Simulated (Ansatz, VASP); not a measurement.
**Two plane-wave programs on ZnS**

```
Zn S
1.0
     3.94410    0.00000    0.00000
    -1.97205    3.41569    0.00000
     0.00000    0.00000    5.89348
Zn S
2 2
Direct
  0.33333 0.66667 0.00000
  0.66667 0.33333 0.50000
  0.33333 0.66667 0.50000
  0.66667 0.33333 0.00000
```

Alike in both runs: functional r2SCAN; k mesh 12 × 12 × 6; occupations gaussian, width 0.02 eV; no spin polarisation.

Ansatz relaxed the structure, and its values are those at the end. VASP's run is a single point on that final structure, the one shown.

```csv
,VASP,Ansatz
version,VASP 6.6.1,Ansatz 0.2.0
potentials or method,"VASP PAW PBE potentials, release 64 (Zn, S), cutoff 520 eV","scalar-relativistic, plane waves, PAW"
valence electrons in the cell,36,36
```

```csv
,VASP,Ansatz,Ansatz less VASP
gap on the k mesh at the Fermi level (eV),1.97,1.97,0.000
least direct gap on the mesh (eV),1.97,1.97,0.000
pressure (GPa),0.0,0.0,-0.05
```

VASP's potentials were made for PBE, not for r2SCAN.
